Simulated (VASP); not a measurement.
# Zn3CdTe4 (P-4m2) in VASP: further runs

The runs below take Zn3CdTe4 through single point, with PBE.

Program: VASP 6.6.1. These are calculated values, not measurements. Logs are shortened: lines on timing, memory, paths and dates and some standing lists are left out, and cuts for length are marked.

### 1 The cell of the first run

The structure is tetragonal, space group P-4m2 (No. 115). The conventional cell has a = 4.526 Å, b = 4.526 Å, c = 12.871 Å, α = 90.00°, β = 90.00°, γ = 90.00°. Within 3.6 Å of Zn (site symmetry 2mm) lie 4 Te at 2.74 Å. Within 3.6 Å of Zn (site symmetry -4m2) lie 4 Te at 2.74 Å. Within 3.8 Å of Cd (site symmetry -4m2) lie 4 Te at 2.89 Å. Within 3.6 Å of Te (site symmetry 2mm) lie 4 Zn at 2.74 Å. Within 3.6 Å of Te (site symmetry 2mm) lie 2 Zn at 2.74 Å and 2 Cd at 2.89 Å.

### 2 Single point, PBE (volume scaled by 1.06, then relaxed in part)

INCAR reads:

```
  PREC = Accurate
  ENCUT = 520
  EDIFF = 1E-6
  ISMEAR = 0
  SIGMA = 0.02
  LREAL = False
  LASPH = True
  NELM = 100
  ALGO = Normal
  ISIF = 2
  LWAVE = False
  LCHARG = False
  GGA = PE
  NBANDS = 46
```

KPOINTS reads:

```
Automatic mesh
0
Gamma
  6 6 2
```

POSCAR reads:

```
Zn3CdTe4
1.0
    4.5263665877      0.0000000000      0.0000000000
    0.0000000000      4.5263665877      0.0000000000
    0.0000000000      0.0000000000     12.8713838916
Zn Cd Te
3 1 4
Direct
    0.0000000000      0.0000000000      0.7590772149
    0.5000000000      0.5000000000      0.0000000000
    0.0000000000      0.0000000000      0.2409227851
    0.5000000000      0.5000000000      0.5000000000
    0.5000000000      0.0000000000      0.8795974652
    0.0000000000      0.5000000000      0.1204025348
    0.5000000000      0.0000000000      0.3605282425
    0.0000000000      0.5000000000      0.6394717575
```

Potentials or basis: VASP PAW PBE potentials, release 64 (Zn, Cd, Te).

Command:

```console
$ cat potpaw_PBE.64/Zn/POTCAR potpaw_PBE.64/Cd/POTCAR potpaw_PBE.64/Te/POTCAR > POTCAR
$ mpirun -np 1 vasp_std > vasp.out
```

OUTCAR:

```text
PREC = Accurate
   ENCUT = 520
   EDIFF = 1E-6
   ISMEAR = 0
   LREAL = False
   LASPH = True
   NELM = 100
   ISIF = 2
   GGA = PE

 ion  position               nearest neighbor table
   1  0.000  0.000  0.759-   8 2.74   8 2.74   5 2.74   5 2.74
   2  0.500  0.500  0.000-   5 2.74   6 2.74   5 2.74   6 2.74
   3  0.000  0.000  0.241-   7 2.74   7 2.74   6 2.74   6 2.74
   4  0.500  0.500  0.500-   7 2.89   8 2.89   7 2.89   8 2.89
   5  0.500  0.000  0.880-   2 2.74   2 2.74   1 2.74   1 2.74
   6  0.000  0.500  0.120-   2 2.74   2 2.74   3 2.74   3 2.74
   7  0.500  0.000  0.361-   3 2.74   3 2.74   4 2.89   4 2.89
   8  0.000  0.500  0.639-   1 2.74   1 2.74   4 2.89   4 2.89

  LATTYP: Found a simple tetragonal cell.
 ALAT       =     4.5263665877
 C/A-ratio  =     2.8436459227

  Lattice vectors:

 A1 = (   4.5263665877,   0.0000000000,   0.0000000000)
 A2 = (   0.0000000000,   4.5263665877,   0.0000000000)
 A3 = (   0.0000000000,   0.0000000000,  12.8713838916)

Analysis of symmetry for initial positions (statically):
=====================================================================
 Subroutine PRICEL returns:
 Original cell was already a primitive cell.

 Routine SETGRP: Setting up the symmetry group for a
 simple tetragonal supercell.

 Subroutine GETGRP returns: Found  8 space group operations
 (whereof  8 operations were pure point group operations)
 out of a pool of 16 trial point group operations.

The static configuration has the point symmetry D_2d.

Analysis of symmetry for dynamics (positions and initial velocities):
=====================================================================
 Subroutine PRICEL returns:
 Original cell was already a primitive cell.

 Routine SETGRP: Setting up the symmetry group for a
 simple tetragonal supercell.

 Subroutine GETGRP returns: Found  8 space group operations
 (whereof  8 operations were pure point group operations)
 out of a pool of 16 trial point group operations.

The dynamic configuration has the point symmetry D_2d.

 Subroutine INISYM returns: Found  8 space group operations
 (whereof  8 operations are pure point group operations),
 and found     1 'primitive' translations

----------------------------------------------------------------------------------------

                                     Primitive cell

  volume of cell :     263.7088

  direct lattice vectors                    reciprocal lattice vectors
     4.526366588  0.000000000  0.000000000     0.220927753  0.000000000  0.000000000
     0.000000000  4.526366588  0.000000000     0.000000000  0.220927753  0.000000000
     0.000000000  0.000000000 12.871383892     0.000000000  0.000000000  0.077691724

  length of vectors
     4.526366588  4.526366588 12.871383892     0.220927753  0.220927753  0.077691724

  position of ions in fractional coordinates (direct lattice)
     0.000000000  0.000000000  0.759077215
     0.500000000  0.500000000  0.000000000
     0.000000000  0.000000000  0.240922785
     0.500000000  0.500000000  0.500000000
     0.500000000  0.000000000  0.879597465
     0.000000000  0.500000000  0.120402535
     0.500000000  0.000000000  0.360528243
     0.000000000  0.500000000  0.639471757

  ion indices of the primitive-cell ions
   primitive index   ion index
                 1           1
                 2           2
                 3           3
                 4           4
                 5           5
                 6           6
                 7           7
                 8           8

----------------------------------------------------------------------------------------

 KPOINTS: Automatic mesh

Automatic generation of k-mesh.
 Grid dimensions read from file:
 generate k-points for:    6    6    2

 Generating k-lattice:

  Cartesian coordinates                     Fractional coordinates (reciprocal lattice)
     0.036821292  0.000000000  0.000000000     0.166666667  0.000000000  0.000000000
     0.000000000  0.036821292  0.000000000     0.000000000  0.166666667  0.000000000
     0.000000000  0.000000000  0.038845862     0.000000000  0.000000000  0.500000000

  Length of vectors
     0.036821292  0.036821292  0.038845862

  Shift w.r.t. Gamma in fractional coordinates (k-lattice)
     0.000000000  0.000000000  0.000000000

 Subroutine IBZKPT returns following result:
 ===========================================

 Found     20 irreducible k-points:

 Following reciprocal coordinates:
            Coordinates               Weight
  0.000000  0.000000  0.000000      1.000000
  0.166667  0.000000  0.000000      4.000000
  0.333333  0.000000  0.000000      4.000000
  0.500000  0.000000  0.000000      2.000000
  0.166667  0.166667  0.000000      4.000000
  0.333333  0.166667  0.000000      8.000000
[... 12 lines left out ...]
  0.500000  0.333333  0.500000      4.000000
  0.500000  0.500000  0.500000      1.000000
   k-points           NKPTS =     20   k-points in BZ     NKDIM =     20   number of bands    NBANDS=     46
   number of dos      NEDOS =    301   number of ions     NIONS =      8
   total plane-waves  NPLWV = 124416
   dimension x,y,z NGX =    36 NGY =   36 NGZ =   96
   dimension x,y,z NGXF=    72 NGYF=   72 NGZF=  192
   ions per type =               3   1   4
   NGX,Y,Z   is equivalent  to a cutoff of  13.22, 13.22, 12.40 a.u.
   NGXF,Y,Z  is equivalent  to a cutoff of  26.44, 26.44, 24.80 a.u.
 SYSTEM =  unknown system
   PREC   = accura    normal or accurate (medium, high low for compatibility)
   ISTART =      0    job   : 0-new  1-cont  2-samecut
   ICHARG =      2    charge: 1-file 2-atom 10-const
   ISPIN  =      1    spin polarized calculation?
   LNONCOLLINEAR =      F non collinear calculations
   LSORBIT =      F    spin-orbit coupling
   LASPH  =      T    aspherical Exc in radial PAW
   ENCUT  =  520.0 eV  38.22 Ry    6.18 a.u.   8.42  8.42 23.93*2*pi/ulx,y,z
   NELM   =    100;   NELMIN=  2; NELMDL= -5     # of ELM steps
   EDIFF  = 0.1E-05   stopping-criterion for ELM
   LREAL  =      F    real-space projection
   EDIFFG = 0.1E-04   stopping-criterion for IOM
   NSW    =      0    number of steps for IOM
   IBRION =     -1    ionic relax: 0-MD 1-quasi-New 2-CG
   NFREE  =      0    steps in history (QN), initial steepest desc. (CG)
   ISIF   =      2    stress and relaxation
   ISYM   =      2    0-nonsym 1-usesym 2-fastsym
   POTIM  = 0.5000    time-step for ionic-motion
   TEBEG  =    0.0;   TEEND  =   0.0 temperature during run
   PSTRESS=    0.0 pullay stress
   NELECT =      72.0000    total number of electrons
   NUPDOWN=      -1.0000    fix difference up-down
   EMIN   =  10.00;   EMAX   =-10.00  energy-range for DOS
   EFERMI =   0.00;   METHOD = LEGACY
   ISMEAR =     0;   SIGMA  =   0.02  broadening in eV -4-tet -1-fermi 0-gaus
   EFERMI_NEDOS =   21; number of points for ismear=-14 and -15
   IALGO  =     38    algorithm
   IMIX   =      4    mixing-type and parameters
     AMIX     =   0.40;   BMIX     =  1.00
     AMIX_MAG =   1.60;   BMIX_MAG =  1.00
  volume/ion in A,a.u.               =      32.96       222.45
  Fermi-wavevector in a.u.,A,eV,Ry     =   1.062048  2.006979 15.346633  1.127946
  Thomas-Fermi vector in A             =   2.197485
   LORBIT       =      0    0 simple, 1 ext, 2 COOP (PROOUT), +10 PAW based schemes
   GGA     = PE    functional components
   LHFCALC =     F    Hartree Fock is set to
   AEXX    =    0.0000 exact exchange contribution
   IVDW    =     0    specifies the selected vdW correction
   LEPSILON=     F    determine dielectric tensor
   LRPA    =     F    only Hartree local field effects (RPA)
 non-spin polarized calculation
 Gauss-broadening in eV      SIGMA  =   0.02
  energy-cutoff  :      520.00
  volume of cell :      263.71
 maximum number of plane-waves:      7136
 NGX is ok and might be reduce to    36
   NGX = 17   NGY = 17   NGZ = 47

 number of electron      72.0000049 magnetization

 Free energy of the ion-electron system (eV)
  ---------------------------------------------------
  ext. energy  EPLUGINS =         0.00000000
  ---------------------------------------------------
  free energy    TOTEN  =       -20.20654444 eV

  energy without entropy =      -20.20654444  energy(sigma->0) =      -20.20654444

 E-fermi :   2.1556     XC(G=0):  -8.4089

 val. band max:        2.0675555350   @ k =   0.0000   0.0000   0.0000
 cond. band min:       2.7151871912   @ k =   0.0000   0.0000   0.0000
 fundamental gap:      0.6476316562
 Fermi energy:         2.1555934256

 k-point     1 :       0.0000    0.0000    0.0000
  band No.  band energies     occupation
      1      -9.0116      2.00000
      2      -8.6858      2.00000
      3      -8.5334      2.00000
      4      -8.1803      2.00000
      5      -5.9573      2.00000
      6      -5.9573      2.00000
[... 38 lines left out ...]
     45       6.5889      0.00000
     46       6.5957      0.00000

 k-point     2 :       0.1667    0.0000    0.0000
  band No.  band energies     occupation
      1      -8.9179      2.00000
      2      -8.6272      2.00000
      3      -8.4903      2.00000
      4      -8.1846      2.00000
      5      -5.9553      2.00000
      6      -5.9461      2.00000
[... 38 lines left out ...]
     45       6.7320      0.00000
     46       7.0930      0.00000

 k-point     3 :       0.3333    0.0000    0.0000
  band No.  band energies     occupation
      1      -8.6792      2.00000
      2      -8.4991      2.00000
      3      -8.4067      2.00000
      4      -8.2360      2.00000
      5      -5.9512      2.00000
      6      -5.9153      2.00000
[... 822 lines left out ...]
     45       8.4706      0.00000
     46       8.5196      0.00000

 k-point    20 :       0.5000    0.5000    0.5000
  band No.  band energies     occupation
      1      -8.2261      2.00000
      2      -8.2261      2.00000
      3      -8.1682      2.00000
      4      -8.1682      2.00000
      5      -5.8845      2.00000
      6      -5.8717      2.00000
[... 38 lines left out ...]
     45       9.3764      0.00000
     46       9.3782      0.00000

------------------------ aborting loop because EDIFF is reached ----------------------------------------

  FORCE on cell =-STRESS in cart. coord.  units (eV):
  Direction    XX          YY          ZZ          XY          YZ          ZX
  --------------------------------------------------------------------------------------
  -------------------------------------------------------------------------------------
  Total       -3.3372105     -3.3372105     -3.3396151      0.0000000      0.0000000      0.0000000
  in kB      -20.2754027    -20.2754027    -20.2900120      0.0000000      0.0000000      0.0000000
  external PRESSURE =     -20.2802725 kB  Pullay stress =       0.0000000 kB

 VOLUME and BASIS-vectors are now :
 -----------------------------------------------------------------------------
  energy-cutoff  :      520.00
  volume of cell :      263.71
      direct lattice vectors                 reciprocal lattice vectors
     4.526366588  0.000000000  0.000000000     0.220927753  0.000000000  0.000000000
     0.000000000  4.526366588  0.000000000     0.000000000  0.220927753  0.000000000
     0.000000000  0.000000000 12.871383892     0.000000000  0.000000000  0.077691724

 POSITION                                       TOTAL-FORCE (eV/Angst)
 -----------------------------------------------------------------------------------
      0.00000      0.00000      9.77037         0.000000      0.000000      0.002459
      2.26318      2.26318      0.00000        -0.000000      0.000000      0.000000
      0.00000      0.00000      3.10101        -0.000000      0.000000     -0.002459
      2.26318      2.26318      6.43569        -0.000000     -0.000000      0.000000
      2.26318      0.00000     11.32164        -0.000000      0.000000     -0.000327
      0.00000      2.26318      1.54975        -0.000000      0.000000      0.000327
      2.26318      0.00000      4.64050        -0.000000      0.000000     -0.016032
      0.00000      2.26318      8.23089        -0.000000      0.000000      0.016032
 -----------------------------------------------------------------------------------
    total drift:                                0.000000      0.000000      0.000000

  FREE ENERGIE OF THE ION-ELECTRON SYSTEM (eV)
  ---------------------------------------------------
  free  energy   TOTEN  =       -20.2065444434 eV

  energy  without entropy=      -20.2065444434  energy(sigma->0) =      -20.20654444
```

Wall time 97 s (1 thread of Intel Xeon 6975P-C (Granite Rapids), shared host); peak memory 0.47 GiB.

Results:

| Property | Result |
| --- | --- |
| Free energy | -20.2065 eV |
| Pressure | -2.0 GPa |
| Largest force | 0.016 eV/Å |
| Band gap on the k mesh | 0.65 eV, direct |

Forces in eV/Å, atoms in the order of the input:
```
Zn   0.000  0.000  0.002
Zn   0.000  0.000  0.000
Zn   0.000  0.000 -0.002
Cd   0.000  0.000  0.000
Te   0.000  0.000  0.000
Te   0.000  0.000  0.000
Te   0.000  0.000 -0.016
Te   0.000  0.000  0.016
```

Levels at points of the mesh, in eV from the valence-band top:
| k point | band 34 | band 35 | band 36 | band 37 | band 38 | band 39 |
| --- | --- | --- | --- | --- | --- | --- |
| (0.00, 0.00, 0.00) | -0.06 | 0.00 | 0.00 | 0.65 | 2.27 | 2.45 |
| (0.50, 0.00, 0.00) | -0.74 | -0.73 | -0.48 | 1.59 | 1.65 | 2.83 |
| (0.50, 0.50, 0.00) | -1.76 | -1.76 | -1.72 | 2.27 | 2.51 | 2.66 |
| (0.00, 0.00, 0.50) | -0.44 | -0.28 | -0.28 | 1.89 | 1.94 | 2.27 |
| (0.50, 0.00, 0.50) | -0.85 | -0.83 | -0.48 | 2.23 | 2.30 | 2.32 |
| (0.50, 0.50, 0.50) | -1.96 | -1.89 | -1.89 | 2.85 | 3.04 | 3.14 |

Caveat: spin-orbit coupling is left out, which moves the levels of the heavy elements.

### 3 Single point, PBE (volume scaled by 1.10, then relaxed in part)

INCAR reads:

```
ALGO = Normal
EDIFF = 1E-7
ENCUT = 520
GGA = PE
ISIF = 2
ISMEAR = 0
LASPH = True
LCHARG = True
LELF = True
LREAL = False
LVHAR = True
LWAVE = False
NBANDS = 46
NELM = 60
PREC = Accurate
SIGMA = 0.02
```

KPOINTS reads:

```
k-points
0
Gamma
  6 6 2
```

Edit POSCAR of step 2 so:

```diff
@@ -2,5 +2,5 @@
 1.0
-    4.5263665877      0.0000000000      0.0000000000
-    0.0000000000      4.5263665877      0.0000000000
-    0.0000000000      0.0000000000     12.8713838916
+    4.5826004940      0.0000000000      0.0000000000
+    0.0000000000      4.5826004940      0.0000000000
+    0.0000000000      0.0000000000     13.0312932100
 Zn Cd Te
```

Potentials or basis: VASP PAW PBE potentials, release 64 (Zn, Cd, Te).

Command:

```console
$ cat potpaw_PBE.64/Zn/POTCAR potpaw_PBE.64/Cd/POTCAR potpaw_PBE.64/Te/POTCAR > POTCAR
$ mpirun -np 1 vasp_std > vasp.out
```

It took 2.5 min on 1 thread of Intel Xeon 6975P-C (Granite Rapids), shared host; peak memory 0.49 GiB.

The run converged. Its results:

```
Free energy            : -20.0473 eV
Pressure               : -3.1 GPa
Band gap on the k mesh : 0.51 eV, direct
```

Forces in eV/Å, atoms in the order of the input:
```
Zn   0.000  0.000  0.003
Zn   0.000  0.000  0.000
Zn   0.000  0.000 -0.003
Cd   0.000  0.000  0.000
Te   0.000  0.000  0.000
Te   0.000  0.000  0.000
Te   0.000  0.000 -0.001
Te   0.000  0.000  0.001
```

Levels at points of the mesh, in eV from the valence-band top:
| k point | band 33 | band 34 | band 35 | band 36 | band 37 | band 38 | band 39 | band 40 |
| --- | --- | --- | --- | --- | --- | --- | --- | --- |
| (0.00, 0.00, 0.00) | -0.85 | -0.05 | 0.00 | 0.00 | 0.51 | 2.26 | 2.42 | 2.81 |
| (0.50, 0.00, 0.00) | -0.77 | -0.70 | -0.69 | -0.44 | 1.54 | 1.60 | 2.75 | 2.99 |
| (0.50, 0.50, 0.00) | -1.69 | -1.65 | -1.65 | -1.61 | 2.27 | 2.51 | 2.74 | 2.74 |
| (0.00, 0.00, 0.50) | -0.41 | -0.41 | -0.25 | -0.25 | 1.76 | 1.82 | 2.27 | 2.58 |
| (0.50, 0.00, 0.50) | -0.80 | -0.80 | -0.78 | -0.45 | 2.17 | 2.23 | 2.25 | 2.41 |
| (0.50, 0.50, 0.50) | -1.85 | -1.84 | -1.77 | -1.77 | 2.80 | 3.00 | 3.10 | 3.21 |

Caveat: spin-orbit coupling is left out, which moves the levels of the heavy elements.
